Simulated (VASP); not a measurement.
# Li16B (a cell with a defect) in VASP: further runs

Runs on Li16B (a cell with a defect). Level: PBE. Tasks: single point.

Everything below comes from runs of VASP 6.6.1. Logs are shortened: lines on timing, memory, paths and dates and some standing lists are left out, and cuts for length are marked.

### 1 The cell of the first run

The cell holds a defect, 17 atoms: a = 6.980 Å, b = 6.980 Å, c = 6.980 Å, α = 90.00°, β = 90.00°, γ = 90.00°.

### 2 Single point, PBE

INCAR reads:

```
SYSTEM = Li16B
PREC     = Accurate       ! precision mode
ENCUT    = 520            ! plane-wave cutoff, eV
EDIFF    = 1E-7           ! SCF threshold, eV
ISMEAR   = -1             ! smearing method
SIGMA    = 0.15           ! smearing width, eV
LREAL    = Auto         
LASPH    = .True.         ! aspherical terms in the spheres
NELM     = 100            ! most SCF steps
ALGO     = Normal         ! electronic algorithm
ISIF     = 2              ! what is computed and relaxed
LWAVE    = .False.        ! write WAVECAR
LCHARG   = .True.         ! write CHGCAR
GGA      = PE             ! functional
LELF     = .True.         ! ELF
LVHAR    = .True.       
NBANDS   = 40             ! bands
```

KPOINTS reads:

```
Automatic mesh
0
Gamma
  2 2 2
  0 0 0
```

POSCAR reads:

```
Li16B
1.0
    6.9800000000      0.0000000000      0.0000000000
    0.0000000000      6.9800000000      0.0000000000
    0.0000000000      0.0000000000      6.9800000000
Li B
16 1
Direct
   -0.0161891117     -0.0093553009      0.1459455587
    0.4879369628      0.1053008596     -0.0892550143
    0.0022206304      0.4782521490     -0.0069197708
   -0.0248137536     -0.0077793696      0.6101575931
    0.2423782235      0.2132091691      0.2247564470
    0.4250859599      0.4637392550     -0.0480802292
    0.6244269341      0.0321633238      0.4723638968
    0.7599570201      0.2771489971      0.2124068768
   -0.0184240688      0.5354011461      0.4141977077
    0.3217908309      0.7612607450      0.3457736390
    0.1752435530      0.2707449857      0.6291404011
    0.5646561605      0.3827077364      0.5921489971
    0.6572063037      0.7982091691      0.1330659026
    0.8376217765      0.1999713467      0.8431948424
    0.2135673352      0.8667191977      0.8491260745
    0.7392406877      0.7454727794      0.8189684814
    0.1290687679      0.1758309456     -0.0987535817
```

Potentials or basis: VASP PAW PBE potentials, release 64 (Li_sv, B).

On the command line:

```bash
> cat potpaw_PBE.64/Li_sv/POTCAR potpaw_PBE.64/B/POTCAR > POTCAR
> mpirun -np 1 vasp_std > vasp.out
```

OUTCAR:

```text
SYSTEM = Li16B
   PREC = Accurate
   ENCUT = 520
   EDIFF = 1E-7
   ISMEAR = -1
   LREAL = Auto
   LASPH = .True.
   NELM = 100
   ISIF = 2
   GGA = PE

 ion  position               nearest neighbor table
   1  0.984  0.991  0.146-  17 2.37   5 2.44   8 2.58
   2  0.488  0.105  0.911-   6 2.56  14 2.57  15 2.57
   3  0.002  0.478  0.993-  17 2.38  14 2.49
   4  0.975  0.992  0.610-  14 2.38  11 2.40  15 2.51
   5  0.242  0.213  0.225-   1 2.44
   6  0.425  0.464  0.952-   2 2.56
   7  0.624  0.032  0.472-
   8  0.760  0.277  0.212-   1 2.58
   9  0.982  0.535  0.414-
  10  0.322  0.761  0.346-
  11  0.175  0.271  0.629-  17 2.04   4 2.40
  12  0.565  0.383  0.592-
  13  0.657  0.798  0.133-  16 2.30
  14  0.838  0.200  0.843-  17 2.08   4 2.38   3 2.49   2 2.57
  15  0.214  0.867  0.849-  17 2.27   4 2.51   2 2.57
  16  0.739  0.745  0.819-  13 2.30
  17  0.129  0.176  0.901-  11 2.04  14 2.08  15 2.27   1 2.37   3 2.38

  LATTYP: Found a simple cubic cell.
 ALAT       =     6.9800000000

  Lattice vectors:

 A1 = (   6.9800000000,   0.0000000000,   0.0000000000)
 A2 = (   0.0000000000,   6.9800000000,   0.0000000000)
 A3 = (   0.0000000000,   0.0000000000,   6.9800000000)

Analysis of symmetry for initial positions (statically):
=====================================================================
 Subroutine PRICEL returns:
 Original cell was already a primitive cell.

 Routine SETGRP: Setting up the symmetry group for a
 simple cubic supercell.

 Subroutine GETGRP returns: Found  1 space group operations
 (whereof  1 operations were pure point group operations)
 out of a pool of 48 trial point group operations.

The static configuration has the point symmetry C_1 .

Analysis of symmetry for dynamics (positions and initial velocities):
=====================================================================
 Subroutine PRICEL returns:
 Original cell was already a primitive cell.

 Routine SETGRP: Setting up the symmetry group for a
 simple cubic supercell.

 Subroutine GETGRP returns: Found  1 space group operations
 (whereof  1 operations were pure point group operations)
 out of a pool of 48 trial point group operations.
[... 112 lines left out ...]
   ENCUT  =  520.0 eV  38.22 Ry    6.18 a.u.  12.98 12.98 12.98*2*pi/ulx,y,z
   NELM   =    100;   NELMIN=  2; NELMDL= -5     # of ELM steps
   EDIFF  = 0.1E-06   stopping-criterion for ELM
   LREAL  =      T    real-space projection
   EDIFFG = 0.1E-05   stopping-criterion for IOM
   NSW    =      0    number of steps for IOM
   IBRION =     -1    ionic relax: 0-MD 1-quasi-New 2-CG
   NFREE  =      0    steps in history (QN), initial steepest desc. (CG)
   ISIF   =      2    stress and relaxation
   ISYM   =      2    0-nonsym 1-usesym 2-fastsym
   POTIM  = 0.5000    time-step for ionic-motion
   TEBEG  =    0.0;   TEEND  =   0.0 temperature during run
   PSTRESS=    0.0 pullay stress
   NELECT =      51.0000    total number of electrons
   NUPDOWN=      -1.0000    fix difference up-down
   EMIN   =  10.00;   EMAX   =-10.00  energy-range for DOS
   EFERMI =   0.00;   METHOD = LEGACY
   ISMEAR =    -1;   SIGMA  =   0.15  broadening in eV -4-tet -1-fermi 0-gaus
   EFERMI_NEDOS =   21; number of points for ismear=-14 and -15
   IALGO  =     38    algorithm
   IMIX   =      4    mixing-type and parameters
     AMIX     =   0.40;   BMIX     =  1.00
     AMIX_MAG =   1.60;   BMIX_MAG =  1.00
  volume/ion in A,a.u.               =      20.00       134.99
  Fermi-wavevector in a.u.,A,eV,Ry     =   0.869780  1.643646 10.293044  0.756517
  Thomas-Fermi vector in A             =   1.988651
   LORBIT       =      0    0 simple, 1 ext, 2 COOP (PROOUT), +10 PAW based schemes
   GGA     = PE    functional components
   LHFCALC =     F    Hartree Fock is set to
   AEXX    =    0.0000 exact exchange contribution
   IVDW    =     0    specifies the selected vdW correction
   LEPSILON=     F    determine dielectric tensor
   LRPA    =     F    only Hartree local field effects (RPA)
 non-spin polarized calculation
  energy-cutoff  :      520.00
  volume of cell :      340.07
 maximum number of plane-waves:      9124
 NGX is ok and might be reduce to    54
   NGX = 25   NGY = 25   NGZ = 25

 number of electron      50.9999991 magnetization

 Free energy of the ion-electron system (eV)
  ---------------------------------------------------
  ext. energy  EPLUGINS =         0.00000000
  ---------------------------------------------------
  free energy    TOTEN  =       -33.75517753 eV

  energy without entropy =      -33.18841915  energy(sigma->0) =      -33.47179834

 E-fermi :   0.5438     XC(G=0):  -7.0309

 val. band max:        0.5277844255   @ k =   0.5000   0.0000   0.5000
 cond. band min:       0.5576273089   @ k =   0.0000   0.0000   0.0000
 fundamental gap:      0.0298428834
 Fermi energy:         0.5438239059

 k-point     1 :       0.0000    0.0000    0.0000
  band No.  band energies     occupation
      1     -46.6744      2.00000
      2     -46.5159      2.00000
      3     -46.3986      2.00000
      4     -46.3334      2.00000
      5     -46.2797      2.00000
      6     -46.1320      2.00000
[... 309 lines left out ...]
     36       3.6043      0.00000
     37       3.6562      0.00000
 [bands above 37 left out]

------------------------ aborting loop because EDIFF is reached ----------------------------------------

  FORCE on cell =-STRESS in cart. coord.  units (eV):
  Direction    XX          YY          ZZ          XY          YZ          ZX
  --------------------------------------------------------------------------------------
  -------------------------------------------------------------------------------------
  Total        1.3586591      0.2909969      0.7372084      1.8068340      0.2518069     -1.4729620
  in kB        6.4011029      1.3709850      3.4732383      8.5126067      1.1863474     -6.9396226
  external PRESSURE =       3.7484421 kB  Pullay stress =       0.0000000 kB

 VOLUME and BASIS-vectors are now :
 -----------------------------------------------------------------------------
  energy-cutoff  :      520.00
  volume of cell :      340.07
      direct lattice vectors                 reciprocal lattice vectors
     6.980000000  0.000000000  0.000000000     0.143266476  0.000000000  0.000000000
     0.000000000  6.980000000  0.000000000     0.000000000  0.143266476  0.000000000
     0.000000000  0.000000000  6.980000000     0.000000000  0.000000000  0.143266476

 POSITION                                       TOTAL-FORCE (eV/Angst)
 -----------------------------------------------------------------------------------
      6.86700      6.91470      1.01870         0.084143     -0.413086     -0.116925
      3.40580      0.73500      6.35700        -0.425728     -0.332961      0.037094
      0.01550      3.33820      6.93170         0.360285      0.179819     -0.142173
      6.80680      6.92570      4.25890         0.099576     -0.233821     -0.424591
      1.69180      1.48820      1.56880         0.375134      0.173038     -0.085817
      2.96710      3.23690      6.64440        -0.262373      0.236670      0.225931
[... 9 lines left out ...]
      5.15990      5.20340      5.71640         0.044018     -0.199528     -0.804037
      0.90090      1.22730      6.29070         0.554095     -0.105456      0.981399
 -----------------------------------------------------------------------------------
    total drift:                               -0.002498      0.009508      0.003200

  FREE ENERGIE OF THE ION-ELECTRON SYSTEM (eV)
  ---------------------------------------------------
  free  energy   TOTEN  =       -33.7551775306 eV

  energy  without entropy=      -33.1884191528  energy(sigma->0) =      -33.47179834
```

stdout:

```text
POSCAR found type information on POSCAR LiB
 POSCAR found :  2 types and      17 ions
 scaLAPACK will be used
 LDA part: xc-table for (Slater+PW92), standard interpolation
 POSCAR, INCAR and KPOINTS ok, starting setup
 FFT: planning ... GRIDC
 FFT: planning ... GRID_SOFT
 FFT: planning ... GRID
 WAVECAR not read
 entering main loop
```

Wall time 3.2 min (1 thread of AMD EPYC 7R43 (Zen 3), shared host); peak memory 0.34 GiB.

What came out:

```yaml
Free_energy: -33.7552 eV
Largest_force: 1.132 eV/Å
```

Forces on the atoms (eV/Å):
```
Li   0.084 -0.413 -0.117
Li  -0.426 -0.333  0.037
Li   0.360  0.180 -0.142
Li   0.100 -0.234 -0.425
Li   0.375  0.173 -0.086
Li  -0.262  0.237  0.226
Li  -0.326 -0.315  0.126
Li  -0.327  0.182  0.030
Li  -0.252  0.340  0.214
Li  -0.144 -0.093  0.045
Li   0.475  0.533 -0.389
Li   0.070  0.491 -0.239
Li  -0.084 -0.200  0.671
Li  -0.523  0.132 -0.229
Li   0.282 -0.375  0.101
Li   0.044 -0.200 -0.804
B    0.554 -0.105  0.981
```

Caveat: the k points lie up to 0.45 Å⁻¹ apart; the cutoff is under 1.25 times the usual one of these potentials, so pressure, stress and relaxed cells hold a basis-set (Pulay) error.

### 3 Single point, PBE

INCAR reads:

```
  PREC = Accurate
  ENCUT = 520
  EDIFF = 1E-6
  ISMEAR = -1
  SIGMA = 0.15
  LREAL = Auto
  LASPH = True
  NELM = 80
  ALGO = Normal
  ISIF = 2
  LWAVE = False
  LCHARG = False
  GGA = PE
  NBANDS = 40
```

KPOINTS reads:

```
Automatic mesh
0
Gamma
  2 2 2
```

POSCAR reads:

```
Li16B
1.0
    6.9800000000      0.0000000000      0.0000000000
    0.0000000000      6.9800000000      0.0000000000
    0.0000000000      0.0000000000      6.9800000000
Li B
16 1
Direct
    0.0482091691      0.0583954155      0.1041690544
    0.3315186246      0.0574068768     -0.0450286533
   -0.0787965616      0.4830229226      0.1383237822
    0.1048280802     -0.0415759312      0.5966905444
    0.3507306590      0.2087106017      0.3767908309
    0.5310888252      0.4014040115     -0.1130802292
    0.4708166189     -0.0804584527      0.6848567335
    0.6649426934      0.2330945559      0.1614326648
   -0.3133810888      0.8248137536      0.3841690544
    0.2869197708      0.6373638968      0.3338252149
    0.2589541547      0.5288252149      0.6507163324
    0.9138825215      0.3105300860      0.4914469914
    0.6131088825      0.7842406877     -0.0069914040
    0.8572779370      0.0695415473      0.7825501433
    0.1806876791      0.7839971347      0.9221060172
    0.8422922636      0.6221776504      0.7578080229
    0.0833810888      0.3245702006     -0.1454727794
```

Potentials or basis: VASP PAW PBE potentials, release 64 (Li_sv, B).

On the command line:

```bash
> cat potpaw_PBE.64/Li_sv/POTCAR potpaw_PBE.64/B/POTCAR > POTCAR
> mpirun -np 1 vasp_std > vasp.out
```

It took 2.5 min on 1 thread of AMD EPYC 7R43 (Zen 3), shared host; peak memory 0.35 GiB.

The run converged. Its results:

```
Free energy   : -32.3129 eV
Largest force : 1.633 eV/Å
```

Forces in eV/Å, atoms in the order of the input:
```
Li  -0.870  0.397  0.803
Li   0.510  1.537  0.116
Li   0.547  0.301 -0.466
Li   0.137 -0.087 -0.627
Li  -0.061 -0.057  0.104
Li  -0.407  0.058 -0.354
Li   0.494 -0.048 -0.690
Li   0.124 -0.571  0.218
Li   0.275 -0.039 -0.059
Li   0.125  0.446 -0.840
Li  -0.171 -0.347  0.604
Li  -0.001  0.166  0.306
Li  -0.002  0.102  0.532
Li  -0.659  0.422  0.537
Li  -0.393 -1.578  0.154
Li   0.420 -0.327 -0.317
B   -0.068 -0.375 -0.022
```

Levels at points of the mesh, in eV from the Fermi level:
```tsv
k point	band 23	band 24	band 25	band 26	band 27	band 28	band 29	band 30
(0.00, 0.00, 0.00)	-1.06	-0.38	-0.18	0.02	0.30	0.62	0.82	1.00
(0.50, 0.00, 0.00)	-0.84	-0.69	-0.54	-0.48	0.42	0.63	0.90	1.07
(0.00, 0.50, 0.00)	-0.79	-0.65	-0.59	-0.49	0.51	0.81	0.96	1.14
(0.00, 0.00, 0.50)	-0.80	-0.49	-0.41	-0.26	0.08	0.51	0.72	0.95
(0.50, 0.50, 0.00)	-0.62	-0.28	-0.08	-0.03	0.05	0.25	0.50	1.11
(0.00, 0.50, 0.50)	-0.86	-0.49	-0.28	-0.10	0.34	0.63	0.70	0.91
(0.50, 0.00, 0.50)	-0.66	-0.62	-0.13	0.11	0.26	0.76	0.89	1.14
(0.50, 0.50, 0.50)	-1.50	-1.42	0.23	0.69	0.88	1.21	1.45	1.77
```

Caveat: the k points lie up to 0.45 Å⁻¹ apart; the cutoff is under 1.25 times the usual one of these potentials, so pressure, stress and relaxed cells hold a basis-set (Pulay) error.

### 4 Single point, PBE

INCAR reads:

```
SYSTEM = Li16B
PREC = Accurate
ENCUT = 520
EDIFF = 1E-6
ISMEAR = -1
SIGMA = 0.15
LREAL = Auto
LASPH = .True.
NELM = 100
ALGO = Normal
ISIF = 2
LWAVE = .False.
LCHARG = .False.
GGA = PE
NBANDS = 40
```

KPOINTS reads:

```
Automatic mesh
0
Gamma
  2 2 2
  0 0 0
```

POSCAR reads:

```
Li16B
1.0
    6.9800000000      0.0000000000      0.0000000000
    0.0000000000      6.9800000000      0.0000000000
    0.0000000000      0.0000000000      6.9800000000
Li B
16 1
Direct
    0.0456017192     -0.0342406877      0.2125358166
    0.2462893983      0.3757736390      0.0321203438
   -0.1354297994      0.4177363897      0.1268624642
    0.1407593123     -0.1288395415      0.5697994269
    0.3860744986      0.1834097421      0.4616618911
    0.7080372493      0.3466189112     -0.3052865330
    0.4895128940     -0.0428939828      0.7715329513
    0.4976647564      0.1333524355      0.0875931232
   -0.3018194842      0.8921919771      0.4125214900
    0.3282521490      0.6376934097      0.3023209169
    0.3032521490      0.5225071633      0.7000429799
    1.0358166189      0.3214469914      0.5018338109
    0.6150859599      0.6545845272      0.0167048711
    0.9928653295      0.0684240688      0.8619340974
    0.0662464183      0.7217621777      0.9207593123
    0.8289541547      0.6372636103      0.6188108883
   -0.0347994269      0.4367335244     -0.1916762178
```

On the command line:

```bash
> cat potpaw_PBE.64/Li_sv/POTCAR potpaw_PBE.64/B/POTCAR > POTCAR
> mpirun -np 1 vasp_std > vasp.out
```

It took 2.8 min on 1 thread of AMD EPYC 7R43 (Zen 3), shared host; peak memory 0.34 GiB.

The run converged. Its results:

```
Free energy   : -33.4209 eV
Largest force : 1.433 eV/Å
```

Forces in eV/Å, atoms in the order of the input:
```
Li   0.146  0.214  0.239
Li  -0.582 -0.144 -0.188
Li   0.061 -0.267  0.109
Li   0.121  0.006 -0.111
Li   0.118  0.084 -0.149
Li  -1.049 -0.968  0.121
Li  -0.061 -0.293 -0.135
Li   0.374 -0.179  0.269
Li  -0.192  0.331 -0.290
Li   0.125  0.127  0.097
Li   0.105  0.004 -0.001
Li  -0.141 -0.116 -0.014
Li   0.086  0.159 -0.293
Li  -0.371  1.036 -0.380
Li   0.060 -0.488  0.393
Li   0.090  0.459 -0.156
B    1.109  0.035  0.488
```

Levels at points of the mesh, in eV from the Fermi level:
```csv
k point,band 21,band 22,band 23,band 24,band 25,band 26,band 27,band 28,band 29,band 30
"(0.00, 0.00, 0.00)",-1.43,-1.08,-1.01,-0.18,-0.10,0.04,0.37,0.75,0.88,1.20
"(0.50, 0.00, 0.00)",-1.32,-0.99,-0.60,-0.44,-0.38,-0.27,0.21,0.58,0.79,1.15
"(0.00, 0.50, 0.00)",-1.23,-0.96,-0.63,-0.58,-0.53,-0.29,0.41,0.62,0.85,1.24
"(0.00, 0.00, 0.50)",-1.32,-0.98,-0.54,-0.42,-0.40,-0.30,0.24,0.56,0.65,1.33
"(0.50, 0.50, 0.00)",-1.20,-1.11,-0.54,-0.35,-0.21,0.07,0.18,0.33,0.60,0.81
"(0.00, 0.50, 0.50)",-1.28,-1.12,-0.55,-0.46,-0.16,0.09,0.10,0.53,0.75,1.10
"(0.50, 0.00, 0.50)",-1.33,-1.16,-0.55,-0.33,-0.17,-0.13,-0.03,0.65,0.81,1.11
"(0.50, 0.50, 0.50)",-1.69,-1.64,-1.48,-1.46,0.04,0.30,0.50,1.31,1.79,2.13
```

Caveat: the k points lie up to 0.45 Å⁻¹ apart; the cutoff is under 1.25 times the usual one of these potentials, so pressure, stress and relaxed cells hold a basis-set (Pulay) error.
